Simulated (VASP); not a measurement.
# Sr4AgRu (P6/mmm) in VASP: single point with PBE

Aim: the single point of Sr4AgRu with PBE.

Everything below comes from runs of VASP 6.6.1. Logs are shortened: lines on timing, memory, paths and dates and some standing lists are left out, and cuts for length are marked.

## Step 1: The cell of the first run

The structure is hexagonal, space group P6/mmm (No. 191). Conventional cell: a = 5.475 Å, b = 5.475 Å, c = 6.953 Å, α = 90.00°, β = 90.00°, γ = 120.00°. Within 4.2 Å of Sr (site symmetry 3m) lie 5 Sr at 3.16 to 3.65 Å and 3 Ru at 3.57 Å and 3 Ag at 3.65 Å. Within 4.6 Å of Ag (site symmetry 6/mmm) lie 2 Ru at 3.48 Å and 12 Sr at 3.65 Å. Within 4.6 Å of Ru (site symmetry 6/mmm) lie 2 Ag at 3.48 Å and 12 Sr at 3.57 Å.

The cell was built from a structure type or drawn by symmetry, and may not be a known phase.

## Step 2: Single point, PBE

The input, INCAR:

```
SYSTEM = Sr4AgRu
  PREC = Accurate
  ENCUT = 520
  EDIFF = 1E-6
  ISMEAR = 0
  SIGMA = 0.1
  LREAL = .False.
  LASPH = .True.
  NELM = 60
  ALGO = Fast
  ISIF = 2
  LWAVE = .False.
  LCHARG = .True.
  GGA = PE
  LELF = .True.
  LVHAR = .True.
  NBANDS = 42
```

The input, KPOINTS:

```
regular mesh
0
Gamma
  12 12 6
  0 0 0
```

The input, POSCAR:

```
Sr4AgRu
1.0
    5.4745964544      0.0000000000      0.0000000000
   -2.7372982272      4.7411396050      0.0000000000
    0.0000000000      0.0000000000      6.9531044564
Sr Ag Ru
4 1 1
Direct
    0.3333333333      0.6666666667      0.7622833543
    0.3333333333      0.6666666667      0.2377166457
    0.6666666667      0.3333333333      0.2377166457
    0.6666666667      0.3333333333      0.7622833543
    0.0000000000      0.0000000000      0.5000000000
    0.0000000000      0.0000000000      0.0000000000
```

Potentials or basis: VASP PAW PBE potentials, release 64 (Sr_sv, Ag, Ru_pv).

Run with:

```
cat potpaw_PBE.64/Sr_sv/POTCAR potpaw_PBE.64/Ag/POTCAR potpaw_PBE.64/Ru_pv/POTCAR > POTCAR
mpirun -np 1 vasp_std > vasp.out
```

OUTCAR:

```text
SYSTEM = Sr4AgRu
   PREC = Accurate
   ENCUT = 520
   EDIFF = 1E-6
   ISMEAR = 0
   LREAL = .False.
   LASPH = .True.
   NELM = 60
   ISIF = 2
   GGA = PE

 ion  position               nearest neighbor table
   1  0.333  0.667  0.762-   4 3.16   4 3.16   4 3.16   2 3.31   6 3.57   6 3.57   6 3.57   2 3.65
                             5 3.65   5 3.65   5 3.65   3 4.57   3 4.57   3 4.57   3 4.83   3 4.83
   2  0.333  0.667  0.238-   3 3.16   3 3.16   3 3.16   1 3.31   6 3.57   6 3.57   6 3.57   1 3.65
                             5 3.65   5 3.65   5 3.65   4 4.57   4 4.57   4 4.57   4 4.83   4 4.83
   3  0.667  0.333  0.238-   2 3.16   2 3.16   2 3.16   4 3.31   6 3.57   6 3.57   6 3.57   4 3.65
                             5 3.65   5 3.65   5 3.65   1 4.57   1 4.57   1 4.57   1 4.83   1 4.83
   4  0.667  0.333  0.762-   1 3.16   1 3.16   1 3.16   3 3.31   6 3.57   6 3.57   6 3.57   3 3.65
                             5 3.65   5 3.65   5 3.65   2 4.57   2 4.57   2 4.57   2 4.83   2 4.83
   5  0.000  0.000  0.500-   6 3.48   6 3.48   3 3.65   4 3.65   1 3.65   2 3.65   3 3.65   4 3.65
                             1 3.65   2 3.65   3 3.65   4 3.65   1 3.65   2 3.65
   6  0.000  0.000  0.000-   5 3.48   5 3.48   3 3.57   4 3.57   1 3.57   2 3.57   3 3.57   4 3.57
                             1 3.57   2 3.57   3 3.57   4 3.57   1 3.57   2 3.57

  LATTYP: Found a hexagonal cell.
 ALAT       =     5.4745964544
 C/A-ratio  =     1.2700670295

  Lattice vectors:

 A1 = (   5.4745964544,   0.0000000000,   0.0000000000)
 A2 = (  -2.7372982272,   4.7411396050,   0.0000000000)
 A3 = (   0.0000000000,   0.0000000000,   6.9531044564)

Analysis of symmetry for initial positions (statically):
=====================================================================
 Subroutine PRICEL returns:
 Original cell was already a primitive cell.

 Routine SETGRP: Setting up the symmetry group for a
 hexagonal supercell.

 Subroutine GETGRP returns: Found 24 space group operations
 (whereof 24 operations were pure point group operations)
 out of a pool of 24 trial point group operations.

The static configuration has the point symmetry D_6h.

Analysis of symmetry for dynamics (positions and initial velocities):
=====================================================================
 Subroutine PRICEL returns:
 Original cell was already a primitive cell.

 Routine SETGRP: Setting up the symmetry group for a
 hexagonal supercell.

 Subroutine GETGRP returns: Found 24 space group operations
 (whereof 24 operations were pure point group operations)
 out of a pool of 24 trial point group operations.

The dynamic configuration has the point symmetry D_6h.

 Subroutine INISYM returns: Found 24 space group operations
 (whereof 24 operations are pure point group operations),
 and found     1 'primitive' translations

----------------------------------------------------------------------------------------

                                     Primitive cell

  volume of cell :     180.4736

  direct lattice vectors                    reciprocal lattice vectors
     5.474596454  0.000000000  0.000000000     0.182661865  0.105459877  0.000000000
    -2.737298227  4.741139605  0.000000000     0.000000000  0.210919754  0.000000000
     0.000000000  0.000000000  6.953104456     0.000000000  0.000000000  0.143820650

  length of vectors
     5.474596454  5.474596454  6.953104456     0.210919754  0.210919754  0.143820650

  position of ions in fractional coordinates (direct lattice)
     0.333333333  0.666666667  0.762283354
     0.333333333  0.666666667  0.237716646
     0.666666667  0.333333333  0.237716646
     0.666666667  0.333333333  0.762283354
     0.000000000  0.000000000  0.500000000
     0.000000000  0.000000000  0.000000000

  ion indices of the primitive-cell ions
   primitive index   ion index
                 1           1
                 2           2
                 3           3
                 4           4
                 5           5
                 6           6

----------------------------------------------------------------------------------------

 KPOINTS: regular mesh

Automatic generation of k-mesh.
 Grid dimensions read from file:
 generate k-points for:   12   12    6

 Generating k-lattice:

  Cartesian coordinates                     Fractional coordinates (reciprocal lattice)
     0.015221822  0.008788323  0.000000000     0.083333333  0.000000000  0.000000000
     0.000000000  0.017576646  0.000000000     0.000000000  0.083333333  0.000000000
     0.000000000  0.000000000  0.023970108     0.000000000  0.000000000  0.166666667

  Length of vectors
     0.017576646  0.017576646  0.023970108

  Shift w.r.t. Gamma in fractional coordinates (k-lattice)
     0.000000000  0.000000000  0.000000000

 Subroutine IBZKPT returns following result:
 ===========================================

 Found     76 irreducible k-points:

 Following reciprocal coordinates:
            Coordinates               Weight
  0.000000  0.000000  0.000000      1.000000
  0.083333  0.000000  0.000000      6.000000
  0.166667  0.000000  0.000000      6.000000
  0.250000  0.000000  0.000000      6.000000
  0.333333  0.000000  0.000000      6.000000
  0.416667  0.000000  0.000000      6.000000
[... 16 lines left out ...]
  0.250000  0.000000  0.166667     12.000000
  0.333333  0.000000  0.166667     12.000000
 [... further k-points ...]
   k-points           NKPTS =     76   k-points in BZ     NKDIM =     76   number of bands    NBANDS=     42
   number of dos      NEDOS =    301   number of ions     NIONS =      6
   total plane-waves  NPLWV =  95256
   dimension x,y,z NGX =    42 NGY =   42 NGZ =   54
   dimension x,y,z NGXF=    84 NGYF=   84 NGZF=  108
   ions per type =               4   1   1
   NGX,Y,Z   is equivalent  to a cutoff of  12.75, 12.75, 12.91 a.u.
   NGXF,Y,Z  is equivalent  to a cutoff of  25.51, 25.51, 25.82 a.u.
 SYSTEM =  Sr4AgRu
   PREC   = accura    normal or accurate (medium, high low for compatibility)
   ISTART =      0    job   : 0-new  1-cont  2-samecut
   ICHARG =      2    charge: 1-file 2-atom 10-const
   ISPIN  =      1    spin polarized calculation?
   LNONCOLLINEAR =      F non collinear calculations
   LSORBIT =      F    spin-orbit coupling
   LASPH  =      T    aspherical Exc in radial PAW
   ENCUT  =  520.0 eV  38.22 Ry    6.18 a.u.  10.18 10.18 12.93*2*pi/ulx,y,z
   NELM   =     60;   NELMIN=  2; NELMDL= -5     # of ELM steps
   EDIFF  = 0.1E-05   stopping-criterion for ELM
   LREAL  =      F    real-space projection
   EDIFFG = 0.1E-04   stopping-criterion for IOM
   NSW    =      0    number of steps for IOM
   IBRION =     -1    ionic relax: 0-MD 1-quasi-New 2-CG
   NFREE  =      0    steps in history (QN), initial steepest desc. (CG)
   ISIF   =      2    stress and relaxation
   ISYM   =      2    0-nonsym 1-usesym 2-fastsym
   POTIM  = 0.5000    time-step for ionic-motion
   TEBEG  =    0.0;   TEEND  =   0.0 temperature during run
   PSTRESS=    0.0 pullay stress
   NELECT =      65.0000    total number of electrons
   NUPDOWN=      -1.0000    fix difference up-down
   EMIN   =  10.00;   EMAX   =-10.00  energy-range for DOS
   EFERMI =   0.00;   METHOD = LEGACY
   ISMEAR =     0;   SIGMA  =   0.10  broadening in eV -4-tet -1-fermi 0-gaus
   EFERMI_NEDOS =   21; number of points for ismear=-14 and -15
   IALGO  =     68    algorithm
   IMIX   =      4    mixing-type and parameters
     AMIX     =   0.40;   BMIX     =  1.00
     AMIX_MAG =   1.60;   BMIX_MAG =  1.00
  volume/ion in A,a.u.               =      30.08       202.98
  Fermi-wavevector in a.u.,A,eV,Ry     =   1.164773  2.201102 18.458982  1.356697
  Thomas-Fermi vector in A             =   2.301307
   LORBIT       =      0    0 simple, 1 ext, 2 COOP (PROOUT), +10 PAW based schemes
   GGA     = PE    functional components
   LHFCALC =     F    Hartree Fock is set to
   AEXX    =    0.0000 exact exchange contribution
   IVDW    =     0    specifies the selected vdW correction
   LEPSILON=     F    determine dielectric tensor
   LRPA    =     F    only Hartree local field effects (RPA)
 non-spin polarized calculation
 RMM-DIIS sequential band-by-band and
 Gauss-broadening in eV      SIGMA  =   0.10
  energy-cutoff  :      520.00
  volume of cell :      180.47
 maximum number of plane-waves:      4896
 NGX is ok and might be reduce to    42
   NGX = 21   NGY = 21   NGZ = 25

 number of electron      65.0000000 magnetization

 Free energy of the ion-electron system (eV)
  ---------------------------------------------------
  ext. energy  EPLUGINS =         0.00000000
  ---------------------------------------------------
  free energy    TOTEN  =       -15.12549297 eV

  energy without entropy =      -15.09218436  energy(sigma->0) =      -15.10883867

 E-fermi :   3.8810     XC(G=0):  -9.4368

 val. band max:        3.8808071849   @ k =   0.2500   0.1667   0.3333
 cond. band min:       3.8855182839   @ k =   0.4167   0.0000   0.3333
 fundamental gap:      0.0047110991
 Fermi energy:         3.8810444415

 k-point     1 :       0.0000    0.0000    0.0000
  band No.  band energies     occupation
      1     -37.5160      2.00000
      2     -37.5003      2.00000
      3     -37.5003      2.00000
      4     -32.2812      2.00000
      5     -32.2079      2.00000
      6     -32.0257      2.00000
[... 34 lines left out ...]
     41       6.6235      0.00000
     42       6.6236      0.00000

 k-point     2 :       0.0833    0.0000    0.0000
  band No.  band energies     occupation
      1     -37.5160      2.00000
      2     -37.5003      2.00000
      3     -37.5003      2.00000
      4     -32.2774      2.00000
      5     -32.2043      2.00000
      6     -32.0296      2.00000
[... 34 lines left out ...]
     41       6.5779      0.00000
     42       6.6339      0.00000

 k-point     3 :       0.1667    0.0000    0.0000
  band No.  band energies     occupation
      1     -37.5160      2.00000
      2     -37.5004      2.00000
      3     -37.5003      2.00000
      4     -32.2664      2.00000
      5     -32.1937      2.00000
      6     -32.0411      2.00000
[... 34 lines left out ...]
     41       6.6783      0.00000
     42       6.8106      0.00000

 k-point     4 :       0.2500    0.0000    0.0000
  band No.  band energies     occupation
      1     -37.5160      2.00000
      2     -37.5004      2.00000
      3     -37.5003      2.00000
      4     -32.2493      2.00000
      5     -32.1771      2.00000
      6     -32.0590      2.00000
[... 844 lines left out ...]
     41       6.5512      0.00000
     42       6.5554      0.00000

 k-point    23 :       0.2500    0.0000    0.1667
  band No.  band energies     occupation
      1     -37.5160      2.00000
      2     -37.5004      2.00000
      3     -37.5003      2.00000
      4     -32.2457      2.00000
      5     -32.1807      2.00000
      6     -32.0557      2.00000
[... 34 lines left out ...]
     41       6.5079      0.00000
     42       6.6258      0.00000

 k-point    24 :       0.3333    0.0000    0.1667
  band No.  band energies     occupation
      1     -37.5160      2.00000
      2     -37.5004      2.00000
      3     -37.5003      2.00000
      4     -32.2246      2.00000
      5     -32.1602      2.00000
      6     -32.0775      2.00000
[... 34 lines left out ...]
     41       6.3871      0.00000
     42       6.5441      0.00000

 [... further k-points ...]

------------------------ aborting loop because EDIFF is reached ----------------------------------------

  FORCE on cell =-STRESS in cart. coord.  units (eV):
  Direction    XX          YY          ZZ          XY          YZ          ZX
  --------------------------------------------------------------------------------------
  -------------------------------------------------------------------------------------
  Total        0.1168459      0.1168459      0.1218301      0.0000000      0.0000000      0.0000000
  in kB        1.0373144      1.0373144      1.0815624      0.0000000      0.0000000      0.0000000
  external PRESSURE =       1.0520638 kB  Pullay stress =       0.0000000 kB

 VOLUME and BASIS-vectors are now :
 -----------------------------------------------------------------------------
  energy-cutoff  :      520.00
  volume of cell :      180.47
      direct lattice vectors                 reciprocal lattice vectors
     5.474596454  0.000000000  0.000000000     0.182661865  0.105459877  0.000000000
    -2.737298227  4.741139605  0.000000000     0.000000000  0.210919754  0.000000000
     0.000000000  0.000000000  6.953104456     0.000000000  0.000000000  0.143820650

 POSITION                                       TOTAL-FORCE (eV/Angst)
 -----------------------------------------------------------------------------------
     -0.00000      3.16076      5.30024        -0.000000      0.000000     -0.007394
     -0.00000      3.16076      1.65287        -0.000000      0.000000      0.007394
      2.73730      1.58038      1.65287         0.000000      0.000000      0.007394
      2.73730      1.58038      5.30024         0.000000     -0.000000     -0.007394
      0.00000      0.00000      3.47655        -0.000000      0.000000      0.000000
      0.00000      0.00000      0.00000        -0.000000      0.000000      0.000000
 -----------------------------------------------------------------------------------
    total drift:                               -0.000000      0.000000      0.000000

  FREE ENERGIE OF THE ION-ELECTRON SYSTEM (eV)
  ---------------------------------------------------
  free  energy   TOTEN  =       -15.1254929728 eV

  energy  without entropy=      -15.0921843613  energy(sigma->0) =      -15.10883867
```

Wall time 19 min (1 thread of Intel Xeon Platinum 8259CL at 2.50GHz (Skylake/Cascade Lake), shared host); peak memory 0.67 GiB.

What came out:

```yaml
Free_energy: -15.1255 eV
Pressure: 0.1 GPa
Largest_force: 0.007 eV/Å
Band_gap_on_the_k_mesh: zero (an odd number of electrons rules out a gap without spin polarisation)
```

Forces on the atoms (eV/Å):
```
Sr   0.000  0.000 -0.007
Sr   0.000  0.000  0.007
Sr   0.000  0.000  0.007
Sr   0.000  0.000 -0.007
Ag   0.000  0.000  0.000
Ru   0.000  0.000  0.000
```
